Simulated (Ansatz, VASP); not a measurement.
Cs: VASP beside Ansatz

Contents of INCAR:

```
SYSTEM = Cs
ALGO = Normal
EDIFF = 1E-6
ENCUT = 520
GGA = PE
ISIF = 2
ISMEAR = -1
LASPH = .TRUE.
LCHARG = .FALSE.
LREAL = .FALSE.
LWAVE = .FALSE.
NBANDS = 10
NELM = 80
PREC = Accurate
SIGMA = 0.05
```

Contents of KPOINTS:

```
k-points
0
G
  10 10 10
  0 0 0
```

File POSCAR:

```
Cs
1.0
    0.0000000000      3.6725340175      3.6725340175
    3.6725340175      0.0000000000      3.6725340175
    3.6725340175      3.6725340175      0.0000000000
Cs
1
Direct
    0.0000000000      0.0000000000      0.0000000000
```

Input for Ansatz:

```yaml
crystal:
  lattice:
    - [0.0, 3.6725340175, 3.6725340175]
    - [3.6725340175, 0.0, 3.6725340175]
    - [3.6725340175, 3.6725340175, 0.0]
  atoms:
    - { symbol: Cs, position: [0.0, 0.0, 0.0] }
kpoints:
  mp_grid: { grid: [10, 10, 10] }
scf:
  occupations: { method: fermi_dirac, width: 0.05 }
hamiltonian:
  xc: pbe
  pseudopotentials: { kind: paw }
output:
  forces: true
  stress: true
  eigenvalues: true
  populations: true
  write_density: true
  write_potential: true
  elf: true
  volumetric_format: npy
```

Change from the starting cell: volume scaled by 0.85, PAW files.

Alike in both runs: task single point; functional PBE; k mesh 10 × 10 × 10; occupations fermi-dirac, width 0.05 eV; no spin polarisation.

```csv
,VASP,Ansatz
version,VASP 6.6.1,Ansatz 0.2.0
potentials or method,"VASP PAW PBE potentials, release 64 (Cs_sv)","PAW with Ansatz's default frozen-core files, scalar-relativistic"
plane-wave cutoff (eV),520,420
valence electrons in the cell,9,9
```

VASP gave:

```
pressure (GPa) : 0.4
```

**Question.** What did Ansatz give for the same quantities?

**Answer.** Pressure (GPa): 0.5.

Neither program's run includes spin-orbit coupling.
